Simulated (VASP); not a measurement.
CdGeS2, 4 atoms in the cell. Symmetry: P4/mmm, No. 123, tetragonal system. The conventional cell has a = 4.960 Å, b = 4.960 Å, c = 3.013 Å, α = 90.00°, β = 90.00°, γ = 90.00°. Within 3.9 Å of Cd (site symmetry 4/mmm) lie 8 S at 2.90 Å and 2 Cd at 3.01 Å and 8 Ge at 3.82 Å. Ge (site symmetry 4/mmm) has 4 S at 2.48 Å and 2 Ge at 3.01 Å within 3.3 Å. S (site symmetry mmm) has 2 Ge at 2.48 Å and 4 Cd at 2.90 Å and 2 S at 3.01 Å within 3.3 Å. 

| Quantity | Value |
| --- | --- |
| Program | VASP 6.6.1 |
| Task | single point |
| Functional | PBE |
| Potentials or basis | VASP PAW PBE potentials, release 64 (Cd, Ge_d, S) |
| Cutoff | 520 eV |
| k mesh | 4 × 4 × 6 |
| Occupations | gaussian, width 0.1 eV |
| Spin | no spin polarisation |
| Dipole correction | no |
| Further INCAR settings | ALGO = Fast; EDIFF = 1e-06; NBANDS = 27 |

Potentials or basis: VASP PAW PBE potentials, release 64 (Cd, Ge_d, S).

The run is started by

```console
$ cat potpaw_PBE.64/Cd/POTCAR potpaw_PBE.64/Ge_d/POTCAR potpaw_PBE.64/S/POTCAR > POTCAR
$ mpirun -np 1 vasp_std > vasp.out
```

Hardware: 1 thread of Oxide Virtual Turin-like Processor (shared host).

Task: How long does it take, and how much memory?

Result: Run time: 70 s on 1 thread of Oxide Virtual Turin-like Processor, with other jobs on the host, peak memory 0.18 GiB. Counts: scf iterations 14, k points 24.
